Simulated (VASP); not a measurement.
# KCl (R-3m) in VASP: notebook

KCl is run at these levels: PBEsol; tasks: single point.

Program: VASP 6.6.1. These are calculated values, not measurements. Logs are shortened: lines on timing, memory, paths and dates and some standing lists are left out, and cuts for length are marked.

**1. The cell of the first run**

The structure is trigonal, space group R-3m (No. 166). The conventional cell has a = 4.441 Å, b = 4.441 Å, c = 11.042 Å, α = 90.00°, β = 90.00°, γ = 120.00°. Within 4.2 Å of K (site symmetry -3m) lie 6 Cl at 3.16 Å. Cl (site symmetry -3m) has 6 K at 3.16 Å within 4.2 Å.

**2. Single point, PBEsol (equal xy, yz and zx shear strains of +1 %)**

Contents of INCAR:

```
SYSTEM = KCl
PREC     = Accurate       ! precision mode
ENCUT    = 520            ! plane-wave cutoff, eV
EDIFF    = 1E-6           ! SCF threshold, eV
ISMEAR   = -1             ! smearing method
SIGMA    = 0.03           ! smearing width, eV
LREAL    = .False.        ! projectors in reciprocal space
LASPH    = .True.         ! aspherical terms in the spheres
NELM     = 80             ! most SCF steps
ALGO     = Normal         ! electronic algorithm
ISIF     = 2              ! what is computed and relaxed
LWAVE    = .False.        ! write WAVECAR
LCHARG   = .True.         ! write CHGCAR
GGA      = PS             ! functional
LELF     = .True.         ! ELF
LVHAR    = .True.       
NBANDS   = 15             ! bands
```

Contents of KPOINTS:

```
regular mesh
0
Gamma
  7 7 7
  0 0 0
```

Contents of POSCAR:

```
KCl
1.0
    0.0315610000      3.1718805000      3.1718805000
    3.1718805000      0.0315610000      3.1718805000
    3.1718805000      3.1718805000      0.0315610000
K Cl
1 1
Direct
    0.0000000000      0.0000000000      0.0000000000
    0.5000000000      0.5000000000      0.5000000000
```

Potentials or basis: VASP PAW PBE potentials, release 64 (K_sv, Cl).

Launch:

```bash
$ cat potpaw_PBE.64/K_sv/POTCAR potpaw_PBE.64/Cl/POTCAR > POTCAR
$ mpirun -np 1 vasp_std > vasp.out
```

OUTCAR:

```text
SYSTEM = KCl
   PREC = Accurate
   ENCUT = 520
   EDIFF = 1E-6
   ISMEAR = -1
   LREAL = .False.
   LASPH = .True.
   NELM = 80
   ISIF = 2
   GGA = PS

 ion  position               nearest neighbor table
   1  0.000  0.000  0.000-   2 3.16   2 3.16   2 3.16   2 3.16   2 3.16   2 3.16
   2  0.500  0.500  0.500-   1 3.16   1 3.16   1 3.16   1 3.16   1 3.16   1 3.16

  LATTYP: Found a trigonal (rhomboedric) cell.
 ALAT       =     4.4858274498
 COS(alpha) =     0.5099250056

  Lattice vectors:

 A1 = (   0.0315610000,   3.1718805000,   3.1718805000)
 A2 = (   3.1718805000,   0.0315610000,   3.1718805000)
 A3 = (   3.1718805000,   3.1718805000,   0.0315610000)

Analysis of symmetry for initial positions (statically):
=====================================================================
 Subroutine PRICEL returns:
 Original cell was already a primitive cell.

 Routine SETGRP: Setting up the symmetry group for a
 trigonal (rhombohedral) supercell.

 Subroutine GETGRP returns: Found 12 space group operations
 (whereof 12 operations were pure point group operations)
 out of a pool of 12 trial point group operations.

The static configuration has the point symmetry D_3d.

Analysis of symmetry for dynamics (positions and initial velocities):
=====================================================================
 Subroutine PRICEL returns:
 Original cell was already a primitive cell.

 Routine SETGRP: Setting up the symmetry group for a
 trigonal (rhombohedral) supercell.

 Subroutine GETGRP returns: Found 12 space group operations
 (whereof 12 operations were pure point group operations)
 out of a pool of 12 trial point group operations.

The dynamic configuration has the point symmetry D_3d.

 Subroutine INISYM returns: Found 12 space group operations
 (whereof 12 operations are pure point group operations),
 and found     1 'primitive' translations

----------------------------------------------------------------------------------------

                                     Primitive cell

  volume of cell :      62.8709

  direct lattice vectors                    reciprocal lattice vectors
     0.031561000  3.171880500  3.171880500    -0.160007683  0.158431253  0.158431253
     3.171880500  0.031561000  3.171880500     0.158431253 -0.160007683  0.158431253
     3.171880500  3.171880500  0.031561000     0.158431253  0.158431253 -0.160007683

  length of vectors
[... 91 lines left out ...]
   TEBEG  =    0.0;   TEEND  =   0.0 temperature during run
   PSTRESS=    0.0 pullay stress
   NELECT =      16.0000    total number of electrons
   NUPDOWN=      -1.0000    fix difference up-down
   EMIN   =  10.00;   EMAX   =-10.00  energy-range for DOS
   EFERMI =   0.00;   METHOD = LEGACY
   ISMEAR =    -1;   SIGMA  =   0.03  broadening in eV -4-tet -1-fermi 0-gaus
   EFERMI_NEDOS =   21; number of points for ismear=-14 and -15
   IALGO  =     38    algorithm
   IMIX   =      4    mixing-type and parameters
     AMIX     =   0.40;   BMIX     =  1.00
     AMIX_MAG =   1.60;   BMIX_MAG =  1.00
  volume/ion in A,a.u.               =      31.44       212.14
  Fermi-wavevector in a.u.,A,eV,Ry     =   1.037445  1.960486 14.643831  1.076291
  Thomas-Fermi vector in A             =   2.171883
   LORBIT       =      0    0 simple, 1 ext, 2 COOP (PROOUT), +10 PAW based schemes
   GGA     = PS    functional components
   LHFCALC =     F    Hartree Fock is set to
   AEXX    =    0.0000 exact exchange contribution
   IVDW    =     0    specifies the selected vdW correction
   LEPSILON=     F    determine dielectric tensor
   LRPA    =     F    only Hartree local field effects (RPA)
 non-spin polarized calculation
  energy-cutoff  :      520.00
  volume of cell :       62.87
 maximum number of plane-waves:      1712
 NGX is ok and might be reduce to    36
   NGX = 17   NGY = 17   NGZ = 17

 number of electron      16.0000000 magnetization

 Free energy of the ion-electron system (eV)
  ---------------------------------------------------
  ext. energy  EPLUGINS =         0.00000000
  ---------------------------------------------------
  free energy    TOTEN  =        -7.02021266 eV

  energy without entropy =       -7.02021266  energy(sigma->0) =       -7.02021266

 E-fermi :  -1.2972     XC(G=0):  -7.6809

 val. band max:       -1.9308451937   @ k =   0.0000   0.0000   0.0000
 cond. band min:       3.0524949830   @ k =   0.0000   0.0000   0.0000
 fundamental gap:      4.9833401766
 Fermi energy:        -1.2971832690

 k-point     1 :       0.0000    0.0000    0.0000
  band No.  band energies     occupation
      1     -29.0085      2.00000
      2     -14.0214      2.00000
      3     -12.5347      2.00000
      4     -12.5347      2.00000
      5     -12.5340      2.00000
      6      -1.9597      2.00000
      7      -1.9308      2.00000
      8      -1.9308      2.00000
      9       3.0525      0.00000
     10       6.2683      0.00000
     11       6.3921      0.00000
     12       6.3921      0.00000
     13       7.2313      0.00000
     14       7.2313      0.00000
[... 401 lines left out ...]
      2     -14.0974      2.00000
      3     -12.5829      2.00000
      4     -12.5552      2.00000
      5     -12.4157      2.00000
      6      -2.6972      2.00000
      7      -2.2043      2.00000
      8      -2.1832      2.00000
      9       5.2244      0.00000
     10       5.4735      0.00000
     11       7.9927      0.00000
     12       8.0564      0.00000
     13       8.3474      0.00000
     14       8.7846      0.00000
     15      10.0424      0.00000

 [... further k-points ...]

------------------------ aborting loop because EDIFF is reached ----------------------------------------

  FORCE on cell =-STRESS in cart. coord.  units (eV):
  Direction    XX          YY          ZZ          XY          YZ          ZX
  --------------------------------------------------------------------------------------
  -------------------------------------------------------------------------------------
  Total       -0.2055978     -0.2055978     -0.2055978     -0.0266502     -0.0266502     -0.0266502
  in kB       -5.2393723     -5.2393723     -5.2393723     -0.6791442     -0.6791442     -0.6791442
  external PRESSURE =      -5.2393723 kB  Pullay stress =       0.0000000 kB

 VOLUME and BASIS-vectors are now :
 -----------------------------------------------------------------------------
  energy-cutoff  :      520.00
  volume of cell :       62.87
      direct lattice vectors                 reciprocal lattice vectors
     0.031561000  3.171880500  3.171880500    -0.160007683  0.158431253  0.158431253
     3.171880500  0.031561000  3.171880500     0.158431253 -0.160007683  0.158431253
     3.171880500  3.171880500  0.031561000     0.158431253  0.158431253 -0.160007683

 POSITION                                       TOTAL-FORCE (eV/Angst)
 -----------------------------------------------------------------------------------
      0.00000      0.00000      0.00000         0.000000      0.000000      0.000000
      3.18766      3.18766      3.18766        -0.000000     -0.000000     -0.000000
 -----------------------------------------------------------------------------------
    total drift:                                0.000000      0.000000      0.000000

  FREE ENERGIE OF THE ION-ELECTRON SYSTEM (eV)
  ---------------------------------------------------
  free  energy   TOTEN  =        -7.0202126592 eV

  energy  without entropy=       -7.0202126592  energy(sigma->0) =       -7.02021266
```

Wall time 78 s (1 thread of Intel Xeon 8259CL, shared host); peak memory 0.22 GiB.

What came out:

- Free energy: -7.0202 eV
- Pressure: -0.5 GPa
- Band gap on the k mesh: 4.98 eV

Caveat: the cell differs from its parent crystal (equal xy, yz and zx shear strains of +1 %); the PAW data sets were made with another functional, which shifts forces and pressure a little; an odd mesh through Γ misses points on the zone boundary, where band edges can lie.

**3. Single point, PBEsol (equal xy, yz and zx shear strains of +2 %)**

Contents of INCAR:

```
PREC = Accurate ; ENCUT = 520
EDIFF = 1E-7 ; ISMEAR = -1
SIGMA = 0.03 ; LREAL = F
LASPH = T ; NELM = 60
ALGO = Normal ; ISIF = 2
LWAVE = F ; LCHARG = T
GGA = PS ; LELF = T
LVHAR = T ; NBANDS = 15
```

Contents of KPOINTS:

```
Automatic mesh
0
Gamma
  7 7 7
```

Contents of POSCAR:

```
KCl
1.0
    0.0631220000      3.1876610000      3.1876610000
    3.1876610000      0.0631220000      3.1876610000
    3.1876610000      3.1876610000      0.0631220000
K Cl
1 1
Direct
    0.0000000000      0.0000000000      0.0000000000
    0.5000000000      0.5000000000      0.5000000000
```

Potentials or basis: VASP PAW PBE potentials, release 64 (K_sv, Cl).

Launch:

```bash
$ cat potpaw_PBE.64/K_sv/POTCAR potpaw_PBE.64/Cl/POTCAR > POTCAR
$ mpirun -np 1 vasp_std > vasp.out
```

It took 83 s on 1 thread of Intel Xeon 8259CL, shared host; peak memory 0.22 GiB.

Results (log left out):

* Free energy: -7.0191 eV
* Pressure: -0.5 GPa
* Band gap on the k mesh: 4.97 eV

Stress tensor (GPa, compression positive):
```
-0.53 -0.14 -0.14
-0.14 -0.53 -0.14
-0.14 -0.14 -0.53
```

Levels at points of the mesh, in eV from the valence-band top:
```tsv
k point	band 5	band 6	band 7	band 8	band 9	band 10	band 11	band 12
(0.00, 0.00, 0.00)	-10.62	-0.06	0.00	0.00	4.97	8.11	8.35	8.35
```

Caveat: the cell differs from its parent crystal (equal xy, yz and zx shear strains of +2 %); the PAW data sets were made with another functional, which shifts forces and pressure a little; an odd mesh through Γ misses points on the zone boundary, where band edges can lie.
